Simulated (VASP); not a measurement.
Set up this calculation in VASP 6.6.1, as the native input.

| Property | Result |
| --- | --- |
| Task | electric field gradients |
| Functional | PBE |
| Potentials or basis | VASP PAW PBE potentials, release 64 (Mn_pv, As) |
| Cutoff | 520 eV |
| k mesh | 12 × 12 × 12 |
| Occupations | fermi-dirac, width 0.08 eV |
| Spin | collinear spin, ferromagnetic start |
| Starting moments | [4.0, 0.0] μB |
| Dipole correction | no |
| Further INCAR settings | ALGO = Normal; EDIFF = 1e-08; NBANDS = 20 |

The structure of MnAs (rocksalt type) lies in POSCAR:

```
MnAs
1.0
    0.0000000000      2.5392034653      2.5392034653
    2.5392034653      0.0000000000      2.5392034653
    2.5392034653      2.5392034653      0.0000000000
Mn As
1 1
Direct
    0.0000000000      0.0000000000      0.0000000000
    0.5000000000      0.5000000000      0.5000000000
```

The input as run:

INCAR

```
SYSTEM = MnAs
  ALGO = Normal
  EDIFF = 1E-8
  ENCUT = 520
  GGA = PE
  ISIF = 2
  ISMEAR = -1
  ISPIN = 2
  LASPH = .TRUE.
  LCHARG = .FALSE.
  LEFG = .TRUE.
  LMAXMIX = 4
  LORBIT = 11
  LREAL = .FALSE.
  LWAVE = .FALSE.
  MAGMOM = 4 0
  NBANDS = 20
  NELM = 150
  PREC = Accurate
  SIGMA = 0.08
```

KPOINTS

```
k-points
0
G
  12 12 12
  0 0 0
```

Potentials or basis: VASP PAW PBE potentials, release 64 (Mn_pv, As).

Launch:

```console
$ cat potpaw_PBE.64/Mn_pv/POTCAR potpaw_PBE.64/As/POTCAR > POTCAR
$ mpirun -np 1 vasp_std > vasp.out
```

Results of the run:

```json
{"Pressure": "4.3 GPa", "Net moment": "3.54 μB per cell", "Site moments": "Mn +3.49; As -0.08 μB", "Largest electric field gradient by atom": "under 0.05 V/Å² on every atom", "Valence electrons inside the program's atomic spheres": "Mn 11.57; As 2.84"}
```

Caveat: the cell stands under pressure; a cell with one magnetic atom can't hold antiferromagnetic order, which such compounds often take.

Run time: 3.3 min on 1 thread of Intel Xeon 8259CL, on a shared host, peak memory 0.22 GiB.
